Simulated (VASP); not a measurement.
# Ta (Im-3m) in VASP: notebook, part 2 of 2

VASP 6.6.1.

## 4. Single point, r2SCAN

POSCAR

```
Ta
1.0
   -1.6533592789      1.6533592789      1.6533592789
    1.6533592789     -1.6533592789      1.6533592789
    1.6533592789      1.6533592789     -1.6533592789
Ta
1
Direct
    0.0000000000      0.0000000000      0.0000000000
```

INCAR.step1

```
SYSTEM = Ta
ALGO     = Normal         ! electronic algorithm
EDIFF    = 1E-4           ! SCF threshold, eV
ENCUT    = 520            ! plane-wave cutoff, eV
GGA      = PE             ! functional
ISMEAR   = -1             ! smearing method
LASPH    = .TRUE.         ! aspherical terms in the spheres
LCHARG   = .FALSE.        ! write CHGCAR
LREAL    = .FALSE.        ! projectors in reciprocal space
LWAVE    = .TRUE.         ! write WAVECAR
NBANDS   = 12             ! bands
NELM     = 80             ! most SCF steps
PREC     = Accurate       ! precision mode
SIGMA    = 0.1            ! smearing width, eV
```

INCAR.step2

```
SYSTEM = Ta
ALGO     = Normal         ! electronic algorithm
EDIFF    = 1E-6           ! SCF threshold, eV
ENCUT    = 520            ! plane-wave cutoff, eV
ISIF     = 2              ! what is computed and relaxed
ISMEAR   = -1             ! smearing method
ISTART   = 1            
LASPH    = .TRUE.         ! aspherical terms in the spheres
LCHARG   = .FALSE.        ! write CHGCAR
LMIXTAU  = .TRUE.       
LREAL    = .FALSE.        ! projectors in reciprocal space
LWAVE    = .FALSE.        ! write WAVECAR
METAGGA  = R2SCAN         ! meta-GGA
NBANDS   = 12             ! bands
NELM     = 80             ! most SCF steps
PREC     = Accurate       ! precision mode
SIGMA    = 0.1            ! smearing width, eV
```

KPOINTS

```
k-points
0
G
  14 14 14
  0 0 0
```

Potentials or basis: VASP PAW PBE potentials, release 64 (Ta_pv).

Launch:

```
$ cat potpaw_PBE.64/Ta_pv/POTCAR > POTCAR
$ cp INCAR.step1 INCAR
$ mpirun -np 1 vasp_std > vasp.out
$ cp INCAR.step2 INCAR
$ mpirun -np 1 vasp_std > vasp.out
```

OUTCAR:

```text
SYSTEM = Ta
   EDIFF = 1E-6
   ENCUT = 520
   ISIF = 2
   ISMEAR = -1
   ISTART = 1
   LASPH = .TRUE.
   LREAL = .FALSE.
   METAGGA = R2SCAN
   NELM = 80
   PREC = Accurate

 ion  position               nearest neighbor table
   1  0.000  0.000  0.000-

  LATTYP: Found a body centered cubic cell.
 ALAT       =     3.3067185578

  Lattice vectors:

 A1 = (  -1.6533592789,   1.6533592789,   1.6533592789)
 A2 = (   1.6533592789,  -1.6533592789,   1.6533592789)
 A3 = (   1.6533592789,   1.6533592789,  -1.6533592789)

Analysis of symmetry for initial positions (statically):
=====================================================================
 Subroutine PRICEL returns:
 Original cell was already a primitive cell.

 Routine SETGRP: Setting up the symmetry group for a
 body centered cubic supercell.

 Subroutine GETGRP returns: Found 48 space group operations
 (whereof 48 operations were pure point group operations)
 out of a pool of 48 trial point group operations.

The static configuration has the point symmetry O_h .

Analysis of symmetry for dynamics (positions and initial velocities):
=====================================================================
 Subroutine PRICEL returns:
 Original cell was already a primitive cell.

 Routine SETGRP: Setting up the symmetry group for a
 body centered cubic supercell.

 Subroutine GETGRP returns: Found 48 space group operations
 (whereof 48 operations were pure point group operations)
 out of a pool of 48 trial point group operations.

The dynamic configuration has the point symmetry O_h .

 Subroutine INISYM returns: Found 48 space group operations
 (whereof 48 operations are pure point group operations),
 and found     1 'primitive' translations

----------------------------------------------------------------------------------------

                                     Primitive cell
[... 109 lines left out ...]
     AMIX_MAG =   1.60;   BMIX_MAG =  1.00
  volume/ion in A,a.u.               =      18.08       122.00
  Fermi-wavevector in a.u.,A,eV,Ry     =   1.387241  2.621505 26.183552  1.924437
  Thomas-Fermi vector in A             =   2.511480
   LORBIT       =      0    0 simple, 1 ext, 2 COOP (PROOUT), +10 PAW based schemes
   METAGGA = R2SCAN    functional components
   LHFCALC =     F    Hartree Fock is set to
   AEXX    =    0.0000 exact exchange contribution
   IVDW    =     0    specifies the selected vdW correction
   LEPSILON=     F    determine dielectric tensor
   LRPA    =     F    only Hartree local field effects (RPA)
 non-spin polarized calculation
  energy-cutoff  :      520.00
  volume of cell :       18.08
 maximum number of plane-waves:       498
 NGX is ok and might be reduce to    24
   NGX = 11   NGY = 11   NGZ = 11

 number of electron      11.0000002 magnetization

 Free energy of the ion-electron system (eV)
  ---------------------------------------------------
  ext. energy  EPLUGINS =         0.00000000
  ---------------------------------------------------
  free energy    TOTEN  =       -48.60283952 eV

  energy without entropy =      -48.56593544  energy(sigma->0) =      -48.58438748

 E-fermi :   5.3165     XC(G=0): -13.7492

 val. band max:        5.3020665475   @ k =   0.1429   0.0714   0.0000
 cond. band min:       5.3685674659   @ k =  -0.2857   0.2857   0.1429
 fundamental gap:      0.0665009184
 Fermi energy:         5.3164778374

 k-point     1 :       0.0000    0.0000    0.0000
  band No.  band energies     occupation
      1     -28.9380      2.00000
      2     -28.9380      2.00000
      3     -28.9380      2.00000
      4      -3.0202      2.00000
      5       6.1379      0.00054
      6       6.1379      0.00054
      7       6.1379      0.00054
      8       9.6150      0.00000
      9       9.6150      0.00000
     10      17.3990      0.00000
     11      21.0545      0.00000
     12      21.0545      0.00000
[... 331 lines left out ...]
 k-point    24 :       0.3571    0.2857   -0.0000
  band No.  band energies     occupation
      1     -29.8742      2.00000
      2     -29.6871      2.00000
      3     -29.0898      2.00000
      4       2.6638      2.00000
      5       3.9561      2.00000
      6       4.4899      1.99949
      7       9.7932      0.00000
      8      10.3782      0.00000
      9      14.8525      0.00000
     10      16.7419      0.00000
     11      17.4030      0.00000
     12      18.6113      0.00000

 [... further k-points ...]
[... 5 lines left out ...]
  --------------------------------------------------------------------------------------
  -------------------------------------------------------------------------------------
  Total        0.0288260      0.0288260      0.0288260      0.0000000     -0.0000000      0.0000000
  in kB        2.5546609      2.5546609      2.5546609      0.0000000     -0.0000000      0.0000000
  external PRESSURE =       2.5546609 kB  Pullay stress =       0.0000000 kB

 VOLUME and BASIS-vectors are now :
 -----------------------------------------------------------------------------
  energy-cutoff  :      520.00
  volume of cell :       18.08
      direct lattice vectors                 reciprocal lattice vectors
    -1.653359279  1.653359279  1.653359279     0.000000000  0.302414609  0.302414609
     1.653359279 -1.653359279  1.653359279     0.302414609  0.000000000  0.302414609
     1.653359279  1.653359279 -1.653359279     0.302414609  0.302414609  0.000000000

 POSITION                                       TOTAL-FORCE (eV/Angst)
 -----------------------------------------------------------------------------------
      0.00000      0.00000      0.00000        -0.000000      0.000000     -0.000000
 -----------------------------------------------------------------------------------
    total drift:                                0.000000      0.000000     -0.000000

  FREE ENERGIE OF THE ION-ELECTRON SYSTEM (eV)
  ---------------------------------------------------
  free  energy   TOTEN  =       -48.6028395160 eV

  energy  without entropy=      -48.5659354432  energy(sigma->0) =      -48.58438748
```

OUTCAR.step1:

```text
SYSTEM = Ta
   EDIFF = 1E-4
   ENCUT = 520
   GGA = PE
   ISMEAR = -1
   LASPH = .TRUE.
   LREAL = .FALSE.
[... 576 lines left out ...]
 -----------------------------------------------------------------------------------
      0.00000      0.00000      0.00000        -0.000000     -0.000000      0.000000
 -----------------------------------------------------------------------------------
    total drift:                                0.000000      0.000000      0.000000

  FREE ENERGIE OF THE ION-ELECTRON SYSTEM (eV)
  ---------------------------------------------------
  free  energy   TOTEN  =       -11.8354134539 eV

  energy  without entropy=      -11.7964536362  energy(sigma->0) =      -11.81593355
```

Wall time 85 s (1 thread of Intel Xeon Platinum 8259CL at 2.50GHz (Skylake/Cascade Lake), shared host); peak memory 0.16 GiB.

Results:

```
Free energy : -48.6028 eV
Pressure    : 0.3 GPa
```

Caveat: the PAW data sets were made with another functional, which shifts forces and pressure a little; spin-orbit coupling is left out, which moves the levels of the heavy elements.

## 5. The runs side by side

```tsv
k mesh	smearing	gap on the mesh (eV)	pressure (GPa)
13 × 13 × 13	methfessel-paxton 0.1 eV	none	0.7
13 × 13 × 13	methfessel-paxton 0.6 eV	none	0.3
14 × 14 × 14	fermi-dirac 0.1 eV	none	0.3
```

Alike in all rows: task single point; level r2SCAN; potentials or basis VASP PAW PBE potentials, release 64 (Ta_pv); no spin polarisation; cell as given; cutoff (eV) 520.

Every run on the cell as given and a fine mesh finds a metal.

Caveats: the PAW data sets were made with another functional, which shifts forces and pressure a little; spin-orbit coupling is left out, which moves the levels of the heavy elements.

Absolute energies hang on the potentials; compare differences alone.
